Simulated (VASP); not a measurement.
YbBi: single point with RPBE+U

YbBi:

```xyz
2
Lattice="3.9783 0.0000 0.0000 0.0000 3.9783 0.0000 0.0000 0.0000 3.9783" Properties=species:S:1:pos:R:3 pbc="T T T"
Yb    0.0000    0.0000    0.0000
Bi    1.9891    1.9891    1.9891
```

```yaml
Program: VASP 6.6.1
Task: single point
Functional: RPBE
Potentials_or_basis: VASP PAW PBE potentials, release 64 (Yb, Bi_d)
Cutoff: 520 eV
k_mesh: 8 × 8 × 8
Occupations: gaussian, width 0.05 eV
Spin: collinear spin, ferromagnetic start
Starting_moments: "[1.0, 0.0] μB"
Hubbard_terms: Yb f U = 6.0 eV
```

| Item | Value |
| --- | --- |
| Pressure | 1.6 GPa |
| Net moment | 0.00 μB per cell |
| Valence electrons inside the program's atomic spheres | Yb 22.26; Bi 12.90 |

Levels at points of the mesh, in eV from the Fermi level:
Spin up:
| k point | band 15 | band 16 | band 17 | band 18 | band 19 | band 20 | band 21 | band 22 | band 23 | band 24 |
| --- | --- | --- | --- | --- | --- | --- | --- | --- | --- | --- |
| (0.00, 0.00, 0.00) | -1.48 | -1.48 | -1.40 | 0.55 | 0.55 | 0.55 | 0.93 | 0.93 | 1.17 | 5.07 |
| (0.50, 0.00, 0.00) | -1.46 | -1.41 | -1.41 | -1.41 | 0.09 | 0.09 | 1.69 | 4.20 | 5.20 | 5.63 |
| (0.50, 0.50, 0.00) | -1.46 | -1.43 | -1.41 | -1.41 | -1.41 | -0.18 | 1.94 | 3.36 | 3.42 | 3.42 |
| (0.50, 0.50, 0.50) | -1.45 | -1.45 | -1.44 | -1.44 | -1.44 | -1.37 | 3.03 | 3.03 | 3.03 | 4.95 |
Spin down:
| k point | band 17 | band 18 | band 19 | band 20 | band 21 | band 22 |
| --- | --- | --- | --- | --- | --- | --- |
| (0.00, 0.00, 0.00) | -1.40 | 0.55 | 0.55 | 0.55 | 0.93 | 0.93 |
| (0.50, 0.00, 0.00) | -1.41 | -1.41 | 0.09 | 0.09 | 1.69 | 4.20 |
| (0.50, 0.50, 0.00) | -1.41 | -1.41 | -1.41 | -0.18 | 1.94 | 3.36 |
| (0.50, 0.50, 0.50) | -1.44 | -1.44 | -1.44 | -1.37 | 3.03 | 3.03 |

Eigenvalues of the final occupation matrices:
| site | spin | trace | eigenvalues |
| --- | --- | --- | --- |
| site 1 f | 1 | 6.91 | 0.98 0.99 0.99 0.99 0.99 0.99 0.99 |
| site 1 f | 2 | 6.91 | 0.98 0.99 0.99 0.99 0.99 0.99 0.99 |

It took 3.8 min on 1 thread of Intel(R) Xeon(R) 6975P-C (Granite Rapids), with other jobs on the host, peak memory 0.28 GiB.

Caveat: the PAW data sets were made with another functional, which shifts forces and pressure a little; spin-orbit coupling is left out, which moves the levels of the heavy elements. The state reached can hang on the start; a lower one may exist.
